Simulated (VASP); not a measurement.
# MnO: single point with PBE

MnO:

```xyz
2
Lattice="0.0000 2.2239 2.2239 2.2239 0.0000 2.2239 2.2239 2.2239 0.0000" Properties=species:S:1:pos:R:3 pbc="T T T"
Mn    0.0000    0.0000    0.0000
O     2.2239    2.2239    2.2239
```

```yaml
Program: VASP 6.6.1
Task: single point
Functional: PBE
Potentials_or_basis: VASP PAW PBE potentials, release 64 (Mn_pv, O)
Cutoff: 520 eV
k_mesh: 9 × 9 × 9
Occupations: fermi-dirac, width 0.05 eV
Spin: collinear spin, ferromagnetic start
Starting_moments: "[4.0, 0.0] μB"
Fixed_moment: 4 μB
Dipole_correction: no
Further_INCAR_settings: ALGO = Normal; EDIFF = 1e-07; NBANDS = 20
```

| Item | Value |
| --- | --- |
| Pressure | -12.6 GPa |
| Net moment | 4.00 μB per cell |
| Site moments | Mn +3.77; O +0.07 μB |
| Valence electrons inside the program's atomic spheres | Mn 11.37; O 4.94 |

It took 15 s on 1 thread of Intel(R) Xeon(R) Platinum 8488C (Sapphire Rapids) (shared host), peak memory 0.15 GiB.

Caveat: the total moment is fixed, so each spin has its own Fermi level; a cell with one magnetic atom can't hold antiferromagnetic order, which such compounds often take.
